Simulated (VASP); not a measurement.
# LiH (P6_3/mmc) in VASP: notebook

Aim: see how the results for LiH move with the level of theory and the settings. Levels: PBE, r2SCAN. Tasks: single point.

All numbers are computed with VASP 6.6.1; they aren't measurements. Logs are shortened: lines on timing, memory, paths and dates and some standing lists are left out, and cuts for length are marked.

### Step 1. The cell of the first run

The structure is hexagonal, space group P6_3/mmc (No. 194). The conventional cell has a = 2.782 Å, b = 2.782 Å, c = 4.873 Å, α = 90.00°, β = 90.00°, γ = 120.00°. Li (site symmetry -3m) has 6 H at 2.02 Å and 2 Li at 2.44 Å within 2.7 Å. Within 2.7 Å of H (site symmetry -6m2) lie 6 Li at 2.02 Å.

### Step 2. Single point, PBE

File INCAR:

```
SYSTEM = LiH
PREC = Accurate ; ENCUT = 520
EDIFF = 1E-6 ; ISMEAR = 0
SIGMA = 0.01 ; LREAL = .False.
LASPH = .True. ; NELM = 100
ALGO = Normal ; ISIF = 2
LWAVE = .False. ; LCHARG = .False.
GGA = PE ; NBANDS = 12
```

File KPOINTS:

```
regular mesh
0
Gamma
  9 9 4
  0 0 0
```

File POSCAR:

```
LiH
1.0
    2.7815484432      0.0000000000      0.0000000000
   -1.3907742216      2.4088916137      0.0000000000
    0.0000000000      0.0000000000      4.8729607008
Li H
2 2
Direct
    0.0000000000      0.0000000000      0.0000000000
    0.0000000000      0.0000000000      0.5000000000
    0.3333333333      0.6666666667      0.2500000000
    0.6666666667      0.3333333333      0.7500000000
```

Potentials or basis: VASP PAW PBE potentials, release 64 (Li_sv, H).

The run is started by

```
$ cat potpaw_PBE.64/Li_sv/POTCAR potpaw_PBE.64/H/POTCAR > POTCAR
$ mpirun -np 1 vasp_std > vasp.out
```

OUTCAR:

```text
SYSTEM = LiH
   PREC = Accurate
   ENCUT = 520
   EDIFF = 1E-6
   ISMEAR = 0
   LREAL = .False.
   LASPH = .True.
   NELM = 100
   ISIF = 2
   GGA = PE

 ion  position               nearest neighbor table
   1  0.000  0.000  0.000-   2 2.44   2 2.44
   2  0.000  0.000  0.500-   1 2.44   1 2.44
   3  0.333  0.667  0.250-
   4  0.667  0.333  0.750-

  LATTYP: Found a hexagonal cell.
 ALAT       =     2.7815484432
 C/A-ratio  =     1.7518877705

  Lattice vectors:

 A1 = (   2.7815484432,   0.0000000000,   0.0000000000)
 A2 = (  -1.3907742216,   2.4088916137,   0.0000000000)
 A3 = (   0.0000000000,   0.0000000000,   4.8729607008)

Analysis of symmetry for initial positions (statically):
=====================================================================
 Subroutine PRICEL returns:
 Original cell was already a primitive cell.

 Routine SETGRP: Setting up the symmetry group for a
 hexagonal supercell.

 Subroutine GETGRP returns: Found 24 space group operations
 (whereof 12 operations were pure point group operations)
 out of a pool of 24 trial point group operations.

The static configuration has the point symmetry D_3d.
 The point group associated with its full space group is D_6h.

Analysis of symmetry for dynamics (positions and initial velocities):
=====================================================================
 Subroutine PRICEL returns:
 Original cell was already a primitive cell.

 Routine SETGRP: Setting up the symmetry group for a
 hexagonal supercell.

 Subroutine GETGRP returns: Found 24 space group operations
 (whereof 12 operations were pure point group operations)
 out of a pool of 24 trial point group operations.

The dynamic configuration has the point symmetry D_3d.
 The point group associated with its full space group is D_6h.

 Subroutine INISYM returns: Found 24 space group operations
 (whereof 12 operations are pure point group operations),
 and found     1 'primitive' translations

----------------------------------------------------------------------------------------

                                     Primitive cell

  volume of cell :      32.6510

  direct lattice vectors                    reciprocal lattice vectors
     2.781548443  0.000000000  0.000000000     0.359511984  0.207564341  0.000000000
    -1.390774222  2.408891614  0.000000000     0.000000000  0.415128682  0.000000000
     0.000000000  0.000000000  4.872960701     0.000000000  0.000000000  0.205214050
[... 94 lines left out ...]
   ISIF   =      2    stress and relaxation
   ISYM   =      2    0-nonsym 1-usesym 2-fastsym
   POTIM  = 0.5000    time-step for ionic-motion
   TEBEG  =    0.0;   TEEND  =   0.0 temperature during run
   PSTRESS=    0.0 pullay stress
   NELECT =       8.0000    total number of electrons
   NUPDOWN=      -1.0000    fix difference up-down
   EMIN   =  10.00;   EMAX   =-10.00  energy-range for DOS
   EFERMI =   0.00;   METHOD = LEGACY
   ISMEAR =     0;   SIGMA  =   0.01  broadening in eV -4-tet -1-fermi 0-gaus
   EFERMI_NEDOS =   21; number of points for ismear=-14 and -15
   IALGO  =     38    algorithm
   IMIX   =      4    mixing-type and parameters
     AMIX     =   0.40;   BMIX     =  1.00
     AMIX_MAG =   1.60;   BMIX_MAG =  1.00
  volume/ion in A,a.u.               =       8.16        55.08
  Fermi-wavevector in a.u.,A,eV,Ry     =   1.024407  1.935849 14.278087  1.049410
  Thomas-Fermi vector in A             =   2.158192
   LORBIT       =      0    0 simple, 1 ext, 2 COOP (PROOUT), +10 PAW based schemes
   GGA     = PE    functional components
   LHFCALC =     F    Hartree Fock is set to
   AEXX    =    0.0000 exact exchange contribution
   IVDW    =     0    specifies the selected vdW correction
   LEPSILON=     F    determine dielectric tensor
   LRPA    =     F    only Hartree local field effects (RPA)
 non-spin polarized calculation
 Gauss-broadening in eV      SIGMA  =   0.01
  energy-cutoff  :      520.00
  volume of cell :       32.65
 maximum number of plane-waves:       895
 NGX is ok and might be reduce to    24
   NGX = 11   NGY = 11   NGZ = 19

 number of electron       8.0000007 magnetization

 Free energy of the ion-electron system (eV)
  ---------------------------------------------------
  ext. energy  EPLUGINS =         0.00000000
  ---------------------------------------------------
  free energy    TOTEN  =       -12.04247289 eV

  energy without entropy =      -12.04247289  energy(sigma->0) =      -12.04247289

 E-fermi :   0.0316     XC(G=0):  -8.4602

 val. band max:       -0.1076466556   @ k =   0.4444   0.1111   0.0000
 cond. band min:       4.3784861670   @ k =   0.4444   0.1111   0.5000
 fundamental gap:      4.4861328226
 Fermi energy:         0.0315947883

 k-point     1 :       0.0000    0.0000    0.0000
  band No.  band energies     occupation
      1     -44.4469      2.00000
      2     -44.3787      2.00000
      3      -5.3277      2.00000
      4      -3.0497      2.00000
      5       4.5051      0.00000
      6      14.4061      0.00000
      7      15.7308      0.00000
      8      16.2979      0.00000
      9      16.2979      0.00000
     10      16.6164      0.00000
     11      19.7509      0.00000
     12      19.7509      0.00000
[... 331 lines left out ...]
 k-point    24 :       0.3333    0.3333    0.2500
  band No.  band energies     occupation
      1     -44.3941      2.00000
      2     -44.3509      2.00000
      3      -0.8276      2.00000
      4      -0.8276      2.00000
      5       5.3337      0.00000
      6       5.3337      0.00000
      7       7.0589      0.00000
      8       7.6440      0.00000
      9      10.7087      0.00000
     10      10.7087      0.00000
     11      18.4014      0.00000
     12      19.6381      0.00000

 [... further k-points ...]
[... 5 lines left out ...]
  --------------------------------------------------------------------------------------
  -------------------------------------------------------------------------------------
  Total       -0.0599646     -0.0599646      0.0271546      0.0000000     -0.0000000      0.0000000
  in kB       -2.9424479     -2.9424479      1.3324696      0.0000000     -0.0000000      0.0000000
  external PRESSURE =      -1.5174754 kB  Pullay stress =       0.0000000 kB

 VOLUME and BASIS-vectors are now :
 -----------------------------------------------------------------------------
  energy-cutoff  :      520.00
  volume of cell :       32.65
      direct lattice vectors                 reciprocal lattice vectors
     2.781548443  0.000000000  0.000000000     0.359511984  0.207564341  0.000000000
    -1.390774222  2.408891614  0.000000000     0.000000000  0.415128682  0.000000000
     0.000000000  0.000000000  4.872960701     0.000000000  0.000000000  0.205214050

 POSITION                                       TOTAL-FORCE (eV/Angst)
 -----------------------------------------------------------------------------------
      0.00000      0.00000      0.00000        -0.000000      0.000000      0.000000
      0.00000      0.00000      2.43648        -0.000000      0.000000      0.000000
     -0.00000      1.60593      1.21824        -0.000000     -0.000000     -0.000000
      1.39077      0.80296      3.65472         0.000000      0.000000     -0.000000
 -----------------------------------------------------------------------------------
    total drift:                               -0.000000      0.000000      0.000000

  FREE ENERGIE OF THE ION-ELECTRON SYSTEM (eV)
  ---------------------------------------------------
  free  energy   TOTEN  =       -12.0424728886 eV

  energy  without entropy=      -12.0424728886  energy(sigma->0) =      -12.04247289
```

stdout:

```text
POSCAR found type information on POSCAR LiH
 POSCAR found :  2 types and       4 ions
 scaLAPACK will be used
 LDA part: xc-table for (Slater+PW92), standard interpolation
 POSCAR, INCAR and KPOINTS ok, starting setup
 FFT: planning ... GRIDC
 FFT: planning ... GRID_SOFT
 FFT: planning ... GRID
 WAVECAR not read
 entering main loop
```

Run time: 26 s. Hardware: 1 thread of AMD EPYC 7R43 (Zen 3), shared host; peak memory 0.11 GiB.

Results:

| Quantity | Value |
| --- | --- |
| Free energy | -12.0425 eV |
| Band gap on the k mesh | 4.49 eV, indirect (least direct gap 4.99 eV) |

Levels at points of the mesh, in eV from the valence-band top:
| k point | band 2 | band 3 | band 4 | band 5 | band 6 | band 7 |
| --- | --- | --- | --- | --- | --- | --- |
| (0.00, 0.00, 0.00) | -44.27 | -5.22 | -2.94 | 4.61 | 14.51 | 15.84 |
| (0.00, 0.00, 0.50) | -44.31 | -4.31 | -4.31 | 8.57 | 8.57 | 15.69 |

Caveat: the cutoff is under 1.25 times the usual one of these potentials, so pressure, stress and relaxed cells hold a basis-set (Pulay) error.

### Step 3. Single point, r2SCAN

POSCAR is that of step 2.

File INCAR.step1:

```
PREC     = Accurate       # precision mode
ENCUT    = 520            # plane-wave cutoff, eV
ISMEAR   = 0              # smearing method
SIGMA    = 0.01           # smearing width, eV
LREAL    = False          # projectors in reciprocal space
LASPH    = True           # aspherical terms in the spheres
NELM     = 80             # most SCF steps
NBANDS   = 12             # bands
GGA      = PE             # functional
ALGO     = Normal         # electronic algorithm
EDIFF    = 1E-4           # SCF threshold, eV
LWAVE    = True           # write WAVECAR
LCHARG   = False          # write CHGCAR
```

File INCAR.step2:

```
PREC     = Accurate       # precision mode
ENCUT    = 520            # plane-wave cutoff, eV
EDIFF    = 1E-6           # SCF threshold, eV
ISMEAR   = 0              # smearing method
SIGMA    = 0.01           # smearing width, eV
LREAL    = False          # projectors in reciprocal space
LASPH    = True           # aspherical terms in the spheres
NELM     = 80             # most SCF steps
ALGO     = Normal         # electronic algorithm
ISIF     = 2              # what is computed and relaxed
LWAVE    = False          # write WAVECAR
LCHARG   = False          # write CHGCAR
METAGGA  = R2SCAN         # meta-GGA
LMIXTAU  = True         
NBANDS   = 12             # bands
ISTART   = 1
```

File KPOINTS:

```
regular mesh
0
Gamma
  9 9 4
```

Potentials or basis: VASP PAW PBE potentials, release 64 (Li_sv, H).

The run is started by

```
$ cat potpaw_PBE.64/Li_sv/POTCAR potpaw_PBE.64/H/POTCAR > POTCAR
$ cp INCAR.step1 INCAR
$ mpirun -np 1 vasp_std > vasp.out
$ cp INCAR.step2 INCAR
$ mpirun -np 1 vasp_std > vasp.out
```

OUTCAR:

```text
PREC = Accurate
   ENCUT = 520
   EDIFF = 1E-6
   ISMEAR = 0
   LREAL = False
   LASPH = True
   NELM = 80
   ISIF = 2
   METAGGA = R2SCAN
   ISTART = 1

 ion  position               nearest neighbor table
   1  0.000  0.000  0.000-   2 2.44   2 2.44
   2  0.000  0.000  0.500-   1 2.44   1 2.44
   3  0.333  0.667  0.250-
   4  0.667  0.333  0.750-

  LATTYP: Found a hexagonal cell.
[... 551 lines left out ...]
      8       8.3274      0.00000
      9      11.3730      0.00000
     10      11.3733      0.00000
     11      20.0139      0.00000
     12      20.6369      0.00000

 [... further k-points ...]
[... 5 lines left out ...]
  --------------------------------------------------------------------------------------
  -------------------------------------------------------------------------------------
  Total       -0.1048486     -0.1048486     -0.0799803     -0.0000000     -0.0000000      0.0000000
  in kB       -5.1448949     -5.1448949     -3.9246128     -0.0000000     -0.0000000      0.0000000
  external PRESSURE =      -4.7381342 kB  Pullay stress =       0.0000000 kB

 VOLUME and BASIS-vectors are now :
 -----------------------------------------------------------------------------
  energy-cutoff  :      520.00
  volume of cell :       32.65
      direct lattice vectors                 reciprocal lattice vectors
     2.781548443  0.000000000  0.000000000     0.359511984  0.207564341  0.000000000
    -1.390774222  2.408891614  0.000000000     0.000000000  0.415128682  0.000000000
     0.000000000  0.000000000  4.872960701     0.000000000  0.000000000  0.205214050

 POSITION                                       TOTAL-FORCE (eV/Angst)
 -----------------------------------------------------------------------------------
      0.00000      0.00000      0.00000         0.000000      0.000000      0.000000
      0.00000      0.00000      2.43648         0.000000      0.000000      0.000000
     -0.00000      1.60593      1.21824        -0.000000     -0.000000     -0.000000
      1.39077      0.80296      3.65472         0.000000     -0.000000      0.000000
 -----------------------------------------------------------------------------------
    total drift:                               -0.000000      0.000000      0.000000

  FREE ENERGIE OF THE ION-ELECTRON SYSTEM (eV)
  ---------------------------------------------------
  free  energy   TOTEN  =       -13.4200300312 eV

  energy  without entropy=      -13.4200300312  energy(sigma->0) =      -13.42003003
```

OUTCAR.step1:

```text
PREC = Accurate
   ENCUT = 520
   ISMEAR = 0
   LREAL = False
   LASPH = True
[... 591 lines left out ...]
      0.00000      0.00000      0.00000        -0.000000      0.000000     -0.000000
      0.00000      0.00000      2.43648        -0.000000      0.000000     -0.000000
     -0.00000      1.60593      1.21824         0.000000      0.000000      0.000000
      1.39077      0.80296      3.65472        -0.000000      0.000000     -0.000000
 -----------------------------------------------------------------------------------
    total drift:                               -0.000000      0.000000      0.000000

  FREE ENERGIE OF THE ION-ELECTRON SYSTEM (eV)
  ---------------------------------------------------
  free  energy   TOTEN  =       -12.0424772767 eV

  energy  without entropy=      -12.0424772767  energy(sigma->0) =      -12.04247728
```

OSZICAR.step1:

```text
N       E                     dE             d eps       ncg     rms          rms(c)
DAV:   1     0.147240289697E+02    0.14724E+02   -0.32603E+03   864   0.643E+02
DAV:   2    -0.100692752878E+02   -0.24793E+02   -0.24315E+02  1096   0.133E+02
DAV:   3    -0.124815250402E+02   -0.24122E+01   -0.23968E+01  1500   0.280E+01
DAV:   4    -0.125331382664E+02   -0.51613E-01   -0.51609E-01  1060   0.452E+00
DAV:   5    -0.125338744800E+02   -0.73621E-03   -0.73620E-03  1224   0.460E-01    0.407E+00
DAV:   6    -0.121615248476E+02    0.37235E+00   -0.22927E-01  1012   0.180E+00    0.205E+00
DAV:   7    -0.120374395392E+02    0.12409E+00   -0.32275E-01  1060   0.241E+00    0.315E-01
DAV:   8    -0.120426826916E+02   -0.52432E-02   -0.20466E-02  1080   0.941E-01    0.941E-02
DAV:   9    -0.120424698281E+02    0.21286E-03   -0.56791E-04  1196   0.114E-01    0.279E-02
DAV:  10    -0.120424772767E+02   -0.74486E-05   -0.51416E-05   668   0.519E-02
   1 F= -.12042477E+02 E0= -.12042477E+02  d E =-.886037-128
```

Wall time 2 min (1 thread of AMD EPYC 7R43 (Zen 3), shared host); peak memory 0.12 GiB.

What came out:

| Item | Value |
| --- | --- |
| Free energy | -13.4200 eV |
| Band gap on the k mesh | 5.14 eV, indirect (least direct gap 5.67 eV) |

Levels at points of the mesh, in eV from the valence-band top:
```tsv
k point	band 2	band 3	band 4	band 5	band 6	band 7
(0.00, 0.00, 0.00)	-45.74	-5.25	-2.99	5.36	15.83	17.29
(0.00, 0.00, 0.50)	-45.77	-4.34	-4.34	9.41	9.41	17.10
```

Caveat: the cutoff is under 1.25 times the usual one of these potentials, so pressure, stress and relaxed cells hold a basis-set (Pulay) error; the PAW data sets were made with another functional, which shifts forces and pressure a little.
